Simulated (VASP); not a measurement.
A run of VASP 6.6.1:

Contents of INCAR:

```
SYSTEM = B5Pt
ALGO = Normal ; EDIFF = 1E-6
ENCUT = 520 ; GGA = PE
ISIF = 2 ; ISMEAR = 0
LASPH = .True. ; LCHARG = .False.
LREAL = .False. ; LWAVE = .False.
NBANDS = 22 ; NELM = 60
PREC = Accurate ; SIGMA = 0.1
```

KPOINTS

```
k-points
0
Gamma
  6 6 8
  0 0 0
```

The input POSCAR:

```
B5Pt
1.0
    5.1362540662      0.0000000000      0.0000000000
   -2.5681270331      4.4481265016      0.0000000000
    0.0000000000      0.0000000000      2.3453707717
B Pt
5 1
Direct
    0.6666666667      0.3333333333      0.5000000000
    0.3754941886      0.0000000000      0.0000000000
    0.6245058114      0.6245058114      0.0000000000
    0.0000000000      0.3754941886      0.0000000000
    0.3333333333      0.6666666667      0.5000000000
    0.0000000000      0.0000000000      0.5000000000
```

Potentials or basis: VASP PAW PBE potentials, release 64 (B, Pt).

Launch:

```console
$ cat potpaw_PBE.64/B/POTCAR potpaw_PBE.64/Pt/POTCAR > POTCAR
$ mpirun -np 1 vasp_std > vasp.out
```

Hardware: 1 thread of Intel Xeon 6975P-C (shared host).

Question: How long does it take, and how much memory?

Answer: Wall time 40 s on 1 thread of Intel Xeon 6975P-C, with other jobs on the host, peak memory 0.19 GiB. Counts: scf iterations 15, k points 35.
